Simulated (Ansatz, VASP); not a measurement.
## V: VASP beside Ansatz

```
CELL_PARAMETERS angstrom
2.42488 0.00000 0.00000
0.00000 2.42488 0.00000
0.00000 0.00000 2.42488
ATOMIC_POSITIONS crystal
V 0.00000 0.00000 0.00000
```

Alike in both runs: functional r2SCAN; k mesh 13 × 13 × 13; occupations fermi-dirac, width 0.05 eV; collinear spin.

Ansatz relaxed the structure, and its values are those at the end. VASP's run is a single point on that final structure, the one shown.

|  | VASP | Ansatz |
| --- | --- | --- |
| version | VASP 6.6.1 | Ansatz 0.2.0 |
| potentials or method | VASP PAW PBE potentials, release 64 (V_sv), cutoff 520 eV | plane waves (500 eV) with PAW, scalar-relativistic |
| valence electrons in the cell | 13 | 13 |

```csv
,VASP,Ansatz,Ansatz less VASP
pressure (GPa),0.7,0.0,-0.73
net moment per atom (μB),0.00,0.00,0.000
```

VASP's potentials were made for PBE, not for r2SCAN. With one functional, cell and mesh, what is left measures potentials, basis and numerics. Ansatz's warnings: seeded moment not kept.
